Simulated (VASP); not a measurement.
# Ti6Si in VASP: further runs

The runs below take Ti6Si through single point, with PBE.

Program: VASP 6.6.1. These are calculated values, not measurements. Logs are shortened: lines on timing, memory, paths and dates and some standing lists are left out, and cuts for length are marked.

## (1) The cell of the first run

The cell holds a slab with vacuum, 7 atoms: a = 2.832 Å, b = 4.579 Å, c = 22.051 Å, α = 90.00°, β = 90.00°, γ = 90.00°.

## (2) Single point, PBE

Contents of INCAR:

```
PREC     = Accurate       # precision mode
ENCUT    = 520            # plane-wave cutoff, eV
EDIFF    = 1E-6           # SCF threshold, eV
ISMEAR   = 0              # smearing method
SIGMA    = 0.1            # smearing width, eV
LREAL    = False          # projectors in reciprocal space
LASPH    = True           # aspherical terms in the spheres
NELM     = 60             # most SCF steps
ALGO     = Normal         # electronic algorithm
ISIF     = 2              # what is computed and relaxed
LWAVE    = False          # write WAVECAR
LCHARG   = False          # write CHGCAR
LDIPOL   = True         
IDIPOL   = 3            
DIPOL    = 0.5 0.5 0.365
GGA      = PE             # functional
NBANDS   = 47             # bands
```

Contents of KPOINTS:

```
regular mesh
0
Gamma
  9 6 1
```

Contents of POSCAR:

```
Ti6Si
1.0
    2.8319727849      0.0000000000      0.0000000000
    0.0000000000      4.5793473376      0.0000000000
    0.0000000000      0.0000000000     22.0506931396
Ti Si
6 1
Direct
    0.5000000000      0.0000000000      0.1814001934
    0.0000000000      0.5000000000      0.2413504045
    0.5000000000      0.0000000000      0.3013006156
    0.5000000000      0.5000000000      0.3625816749
    0.0000000000      0.0000000000      0.4208168374
    0.5000000000      0.5000000000      0.4784744440
    1.0000000000      0.6000000000      0.5709808436
```

Potentials or basis: VASP PAW PBE potentials, release 64 (Ti_sv, Si).

Launch:

```console
$ cat potpaw_PBE.64/Ti_sv/POTCAR potpaw_PBE.64/Si/POTCAR > POTCAR
$ mpirun -np 1 vasp_std > vasp.out
```

OUTCAR:

```text
PREC = Accurate
   ENCUT = 520
   EDIFF = 1E-6
   ISMEAR = 0
   LREAL = False
   LASPH = True
   NELM = 60
   ISIF = 2
   GGA = PE

 ion  position               nearest neighbor table
   1  0.500  0.000  0.181-   3 2.64
   2  0.000  0.500  0.241-
   3  0.500  0.000  0.301-   1 2.64   4 2.66   4 2.66
   4  0.500  0.500  0.363-   6 2.56   3 2.66   3 2.66
   5  0.000  0.000  0.421-
   6  0.500  0.500  0.478-   7 2.53   7 2.53   4 2.56
   7  0.000  0.600  0.571-   6 2.53   6 2.53

  LATTYP: Found a simple orthorhombic cell.
 ALAT       =     2.8319727849
 B/A-ratio  =     1.6170167178
 C/A-ratio  =     7.7863365274

  Lattice vectors:

 A1 = (   2.8319727849,   0.0000000000,   0.0000000000)
 A2 = (   0.0000000000,   4.5793473376,   0.0000000000)
 A3 = (   0.0000000000,   0.0000000000,  22.0506931396)

Analysis of symmetry for initial positions (statically):
=====================================================================
 Subroutine PRICEL returns:
 Original cell was already a primitive cell.

 Routine SETGRP: Setting up the symmetry group for a
 simple orthorhombic supercell.

 Subroutine GETGRP returns: Found  2 space group operations
 (whereof  2 operations were pure point group operations)
 out of a pool of  8 trial point group operations.

The static configuration has the point symmetry C_1h.

Analysis of symmetry for dynamics (positions and initial velocities):
=====================================================================
 Subroutine PRICEL returns:
 Original cell was already a primitive cell.

 Routine SETGRP: Setting up the symmetry group for a
 simple orthorhombic supercell.

 Subroutine GETGRP returns: Found  2 space group operations
 (whereof  2 operations were pure point group operations)
 out of a pool of  8 trial point group operations.

The dynamic configuration has the point symmetry C_1h.

 Subroutine INISYM returns: Found  2 space group operations
 (whereof  2 operations are pure point group operations),
 and found     1 'primitive' translations

----------------------------------------------------------------------------------------

                                     Primitive cell

  volume of cell :     285.9663

  direct lattice vectors                    reciprocal lattice vectors
     2.831972785  0.000000000  0.000000000     0.353110738  0.000000000  0.000000000
     0.000000000  4.579347338  0.000000000     0.000000000  0.218371730  0.000000000
     0.000000000  0.000000000 22.050693140     0.000000000  0.000000000  0.045350048

  length of vectors
     2.831972785  4.579347338 22.050693140     0.353110738  0.218371730  0.045350048

  position of ions in fractional coordinates (direct lattice)
     0.500000000  0.000000000  0.181400193
     0.000000000  0.500000000  0.241350404
     0.500000000  0.000000000  0.301300616
     0.500000000  0.500000000  0.362581675
     0.000000000  0.000000000  0.420816837
     0.500000000  0.500000000  0.478474444
     0.000000000  0.600000000  0.570980844

  ion indices of the primitive-cell ions
   primitive index   ion index
                 1           1
                 2           2
                 3           3
                 4           4
                 5           5
                 6           6
                 7           7

----------------------------------------------------------------------------------------

 KPOINTS: regular mesh

Automatic generation of k-mesh.
 Grid dimensions read from file:
 generate k-points for:    9    6    1

 Generating k-lattice:

  Cartesian coordinates                     Fractional coordinates (reciprocal lattice)
     0.039234526  0.000000000  0.000000000     0.111111111  0.000000000  0.000000000
     0.000000000  0.036395288  0.000000000     0.000000000  0.166666667  0.000000000
     0.000000000  0.000000000  0.045350048     0.000000000  0.000000000  1.000000000

  Length of vectors
     0.039234526  0.036395288  0.045350048

  Shift w.r.t. Gamma in fractional coordinates (k-lattice)
     0.000000000  0.000000000  0.000000000

 Subroutine IBZKPT returns following result:
 ===========================================

 Found     20 irreducible k-points:

 Following reciprocal coordinates:
            Coordinates               Weight
  0.000000  0.000000  0.000000      1.000000
  0.111111  0.000000  0.000000      2.000000
  0.222222  0.000000  0.000000      2.000000
  0.333333  0.000000  0.000000      2.000000
  0.444444  0.000000  0.000000      2.000000
  0.000000  0.166667  0.000000      2.000000
[... 12 lines left out ...]
  0.333333  0.500000  0.000000      2.000000
  0.444444  0.500000  0.000000      2.000000
   k-points           NKPTS =     20   k-points in BZ     NKDIM =     20   number of bands    NBANDS=     47
   number of dos      NEDOS =    301   number of ions     NIONS =      7
   total plane-waves  NPLWV = 145152
   dimension x,y,z NGX =    24 NGY =   36 NGZ =  168
   dimension x,y,z NGXF=    48 NGYF=   72 NGZF=  336
   ions per type =               6   1
   NGX,Y,Z   is equivalent  to a cutoff of  14.09, 13.07, 12.67 a.u.
   NGXF,Y,Z  is equivalent  to a cutoff of  28.18, 26.14, 25.33 a.u.
 SYSTEM =  unknown system
   PREC   = accura    normal or accurate (medium, high low for compatibility)
   ISTART =      0    job   : 0-new  1-cont  2-samecut
   ICHARG =      2    charge: 1-file 2-atom 10-const
   ISPIN  =      1    spin polarized calculation?
   LNONCOLLINEAR =      F non collinear calculations
   LSORBIT =      F    spin-orbit coupling
   LASPH  =      T    aspherical Exc in radial PAW
   ENCUT  =  520.0 eV  38.22 Ry    6.18 a.u.   5.27  8.51 41.00*2*pi/ulx,y,z
   NELM   =     60;   NELMIN=  2; NELMDL= -5     # of ELM steps
   EDIFF  = 0.1E-05   stopping-criterion for ELM
   LREAL  =      F    real-space projection
   EDIFFG = 0.1E-04   stopping-criterion for IOM
   NSW    =      0    number of steps for IOM
   IBRION =     -1    ionic relax: 0-MD 1-quasi-New 2-CG
   NFREE  =      0    steps in history (QN), initial steepest desc. (CG)
   ISIF   =      2    stress and relaxation
   ISYM   =      2    0-nonsym 1-usesym 2-fastsym
   POTIM  = 0.5000    time-step for ionic-motion
   TEBEG  =    0.0;   TEEND  =   0.0 temperature during run
   PSTRESS=    0.0 pullay stress
   NELECT =      76.0000    total number of electrons
   NUPDOWN=      -1.0000    fix difference up-down
   EMIN   =  10.00;   EMAX   =-10.00  energy-range for DOS
   EFERMI =   0.00;   METHOD = LEGACY
   ISMEAR =     0;   SIGMA  =   0.10  broadening in eV -4-tet -1-fermi 0-gaus
   EFERMI_NEDOS =   21; number of points for ismear=-14 and -15
   IALGO  =     38    algorithm
   IMIX   =      4    mixing-type and parameters
     AMIX     =   0.40;   BMIX     =  1.00
     AMIX_MAG =   1.60;   BMIX_MAG =  1.00
  volume/ion in A,a.u.               =      40.85       275.69
  Fermi-wavevector in a.u.,A,eV,Ry     =   1.052546  1.989023 15.073254  1.107853
  Thomas-Fermi vector in A             =   2.187633
   LORBIT       =      0    0 simple, 1 ext, 2 COOP (PROOUT), +10 PAW based schemes
   GGA     = PE    functional components
   LHFCALC =     F    Hartree Fock is set to
   AEXX    =    0.0000 exact exchange contribution
   IVDW    =     0    specifies the selected vdW correction
   LEPSILON=     F    determine dielectric tensor
   LRPA    =     F    only Hartree local field effects (RPA)
 non-spin polarized calculation
 Gauss-broadening in eV      SIGMA  =   0.10
  energy-cutoff  :      520.00
  volume of cell :      285.97
 maximum number of plane-waves:      7748
 NGX is ok and might be reduce to    24
   NGX = 11   NGY = 17   NGZ = 81

 dipolmoment           0.000000      0.000000     -0.024772 electrons x Angstroem

 number of electron      75.9999999 magnetization

 dipolmoment           0.000000      0.000000      0.104519 electrons x Angstroem

 Free energy of the ion-electron system (eV)
  ---------------------------------------------------
  ext. energy  EPLUGINS =         0.00000000
  ---------------------------------------------------
  free energy    TOTEN  =       -48.53438926 eV

  energy without entropy =      -48.48738849  energy(sigma->0) =      -48.51088888

 E-fermi :   1.1625     XC(G=0):  -5.8685

 val. band max:        1.1559084567   @ k =   0.3333   0.5000   0.0000
 cond. band min:       1.1657883581   @ k =   0.1111   0.0000   0.0000
 fundamental gap:      0.0098799014
 Fermi energy:         1.1625253291

 k-point     1 :       0.0000    0.0000    0.0000
  band No.  band energies     occupation
      1     -55.8111      2.00000
      2     -55.6958      2.00000
      3     -55.6837      2.00000
      4     -55.4498      2.00000
      5     -55.3730      2.00000
      6     -55.2976      2.00000
[... 39 lines left out ...]
     46       2.3442      0.00000
     47       2.7246      0.00000

 k-point     2 :       0.1111    0.0000    0.0000
  band No.  band energies     occupation
      1     -55.8040      2.00000
      2     -55.6899      2.00000
      3     -55.6768      2.00000
      4     -55.4442      2.00000
      5     -55.3670      2.00000
      6     -55.2914      2.00000
[... 39 lines left out ...]
     46       2.2526      0.00000
     47       2.5984      0.00000

 k-point     3 :       0.2222    0.0000    0.0000
  band No.  band energies     occupation
      1     -55.7858      2.00000
      2     -55.6751      2.00000
      3     -55.6591      2.00000
      4     -55.4300      2.00000
      5     -55.3516      2.00000
      6     -55.2757      2.00000
[... 839 lines left out ...]
     46       2.3706      0.00000
     47       2.4753      0.00000

 k-point    20 :       0.4444    0.5000    0.0000
  band No.  band energies     occupation
      1     -55.7508      2.00000
      2     -55.6480      2.00000
      3     -55.6247      2.00000
      4     -55.3704      2.00000
      5     -55.3420      2.00000
      6     -55.2600      2.00000
[... 39 lines left out ...]
     46       2.3684      0.00000
     47       2.4126      0.00000

------------------------ aborting loop because EDIFF is reached ----------------------------------------

 vacuum level on the upper side and lower side of the slab       (xc-potential included)         0.532        -0.889

  FORCE on cell =-STRESS in cart. coord.  units (eV):
  Direction    XX          YY          ZZ          XY          YZ          ZX
  --------------------------------------------------------------------------------------
  -------------------------------------------------------------------------------------
  Total       -3.5856516     -4.7277298     -1.0698339      0.0000000      0.6742049      0.0000000
  in kB      -20.0892521    -26.4879486     -5.9939352      0.0000000      3.7773529      0.0000000
  external PRESSURE =     -17.5237120 kB  Pullay stress =       0.0000000 kB

 VOLUME and BASIS-vectors are now :
 -----------------------------------------------------------------------------
  energy-cutoff  :      520.00
  volume of cell :      285.97
      direct lattice vectors                 reciprocal lattice vectors
     2.831972785  0.000000000  0.000000000     0.353110738  0.000000000  0.000000000
     0.000000000  4.579347338  0.000000000     0.000000000  0.218371730  0.000000000
     0.000000000  0.000000000 22.050693140     0.000000000  0.000000000  0.045350048

 POSITION                                       TOTAL-FORCE (eV/Angst)
 -----------------------------------------------------------------------------------
      1.41599      0.00000      4.00000         0.000000      0.013936      0.392533
      0.00000      2.28967      5.32194         0.000000     -0.015806     -0.046436
      1.41599      0.00000      6.64389         0.000000      0.044460     -0.436796
      1.41599      2.28967      7.99518         0.000000     -0.012608      0.236741
      0.00000      0.00000      9.27930         0.000000     -0.142711     -0.155406
      1.41599      2.28967     10.55069         0.000000     -0.201997      0.014765
      0.00000      2.74761     12.59052         0.000000      0.314726     -0.005401
 -----------------------------------------------------------------------------------
    total drift:                                0.000000     -0.000199      0.000164

  FREE ENERGIE OF THE ION-ELECTRON SYSTEM (eV)
  ---------------------------------------------------
  free  energy   TOTEN  =       -48.5343892649 eV

  energy  without entropy=      -48.4873884877  energy(sigma->0) =      -48.51088888

 vacuum level on the upper side and lower side of the slab         5.843         4.375
```

It took 8.5 min on 1 thread of Intel Xeon Platinum 8488C (Sapphire Rapids), shared host; peak memory 0.46 GiB.

What came out:

| Property | Result |
| --- | --- |
| Free energy | -48.5344 eV |
| Largest force | 0.439 eV/Å |
| Band gap on the k mesh | zero (bands 38 and 39 overlap by 0.20 eV) |

Forces on the atoms (eV/Å):
```
Ti   0.000  0.014  0.393
Ti   0.000 -0.016 -0.046
Ti   0.000  0.044 -0.437
Ti   0.000 -0.013  0.237
Ti   0.000 -0.143 -0.155
Ti   0.000 -0.202  0.015
Si   0.000  0.315 -0.005
```

## (3) Single point, PBE

Contents of INCAR:

```
SYSTEM = Ti6Si
ALGO = Normal
DIPOL = 0.5 0.5 0.359
EDIFF = 1E-6
ENCUT = 520
GGA = PE
IDIPOL = 3
ISIF = 2
ISMEAR = 0
LASPH = .TRUE.
LCHARG = .TRUE.
LDIPOL = .TRUE.
LELF = .TRUE.
LREAL = .FALSE.
LVACPOTAV = .TRUE.
LVHAR = .TRUE.
LWAVE = .FALSE.
NBANDS = 47
NELM = 60
PREC = Accurate
SIGMA = 0.1
```

Contents of KPOINTS:

```
k-points
0
G
  9 6 1
  0 0 0
```

POSCAR, as its differences from that of step 2:

```diff
@@ -14,2 +14,2 @@
     0.5000000000      0.5000000000      0.4784744440
-    1.0000000000      0.6000000000      0.5709808436
+    0.6666666667      1.0000000000      0.5287004144
```

Potentials or basis: VASP PAW PBE potentials, release 64 (Ti_sv, Si).

Launch:

```console
$ cat potpaw_PBE.64/Ti_sv/POTCAR potpaw_PBE.64/Si/POTCAR > POTCAR
$ mpirun -np 1 vasp_std > vasp.out
```

OUTCAR:

```text
SYSTEM = Ti6Si
   EDIFF = 1E-6
   ENCUT = 520
   GGA = PE
   ISIF = 2
   ISMEAR = 0
   LASPH = .TRUE.
   LREAL = .FALSE.
   NELM = 60
   PREC = Accurate

 ion  position               nearest neighbor table
   1  0.500  0.000  0.181-   3 2.64
   2  0.000  0.500  0.241-
   3  0.500  0.000  0.301-   1 2.64   4 2.66   4 2.66
   4  0.500  0.500  0.363-   6 2.56   3 2.66   3 2.66
   5  0.000  0.000  0.421-   7 2.56
   6  0.500  0.500  0.478-   4 2.56   7 2.59   7 2.59
   7  0.667  0.000  0.529-   5 2.56   6 2.59   6 2.59

  LATTYP: Found a simple orthorhombic cell.
 ALAT       =     2.8319727849
 B/A-ratio  =     1.6170167178
[... 1205 lines left out ...]
  Total       -3.1350748     -3.7401778      0.1948543      0.0000000      0.0000000     -0.0818858
  in kB      -17.5648149    -20.9550126      1.0917061      0.0000000      0.0000000     -0.4587799
  external PRESSURE =     -12.4760404 kB  Pullay stress =       0.0000000 kB

 VOLUME and BASIS-vectors are now :
 -----------------------------------------------------------------------------
  energy-cutoff  :      520.00
  volume of cell :      285.97
      direct lattice vectors                 reciprocal lattice vectors
     2.831972785  0.000000000  0.000000000     0.353110738  0.000000000  0.000000000
     0.000000000  4.579347338  0.000000000     0.000000000  0.218371730  0.000000000
     0.000000000  0.000000000 22.050693140     0.000000000  0.000000000  0.045350048

 POSITION                                       TOTAL-FORCE (eV/Angst)
 -----------------------------------------------------------------------------------
      1.41599      0.00000      4.00000        -0.002709      0.000000      0.361500
      0.00000      2.28967      5.32194         0.001838      0.000000      0.092706
      1.41599      0.00000      6.64389         0.020734      0.000000     -0.380483
      1.41599      2.28967      7.99518        -0.001765      0.000000     -0.412394
      0.00000      0.00000      9.27930         0.310661      0.000000     -0.425514
      1.41599      2.28967     10.55069        -0.672173      0.000000      0.764565
      1.88798      0.00000     11.65821         0.343416      0.000000     -0.000379
 -----------------------------------------------------------------------------------
    total drift:                               -0.000323      0.000000      0.000329

  FREE ENERGIE OF THE ION-ELECTRON SYSTEM (eV)
  ---------------------------------------------------
  free  energy   TOTEN  =       -49.9206378146 eV

  energy  without entropy=      -49.8713621189  energy(sigma->0) =      -49.89599997

 vacuum level on the upper side and lower side of the slab         6.141         4.473
```

OSZICAR:

```text
N       E                     dE             d eps       ncg     rms          rms(c)
DAV:   1     0.945305487279E+03    0.94531E+03   -0.40716E+04  2096   0.164E+03
DAV:   2     0.741301955912E+02   -0.87118E+03   -0.85463E+03  1936   0.524E+02
DAV:   3    -0.347096116645E+02   -0.10884E+03   -0.10596E+03  3026   0.164E+02
[... 24 lines left out ...]
DAV:  28    -0.499206126065E+02   -0.22804E-04   -0.12525E-06  1602   0.607E-03    0.518E-03
DAV:  29    -0.499206291301E+02   -0.16524E-04   -0.12538E-06  1509   0.519E-03    0.308E-03
DAV:  30    -0.499206342386E+02   -0.51085E-05   -0.52246E-07  1360   0.356E-03    0.163E-03
DAV:  31    -0.499206369831E+02   -0.27445E-05   -0.32344E-07  1312   0.267E-03    0.662E-04
DAV:  32    -0.499206378146E+02   -0.83150E-06   -0.14723E-07  1267   0.155E-03
   1 F= -.49920638E+02 E0= -.49896000E+02  d E =-.492757E-01
```

It took 7.1 min on 1 thread of Intel Xeon Platinum 8488C (Sapphire Rapids), shared host; peak memory 0.47 GiB.

What came out:

* Free energy: -49.9206 eV
* Largest force: 1.018 eV/Å
* Band gap on the k mesh: zero (bands 38 and 39 overlap by 0.15 eV)

Forces in eV/Å, atoms in the order of the input:
```
Ti  -0.003  0.000  0.361
Ti   0.002  0.000  0.093
Ti   0.021  0.000 -0.380
Ti  -0.002  0.000 -0.412
Ti   0.311  0.000 -0.426
Ti  -0.672  0.000  0.765
Si   0.343  0.000  0.000
```

(Part 1 of 2 ends here.)

The gap in the log of VASP goes by the Fermi energy; the results here count the filled bands.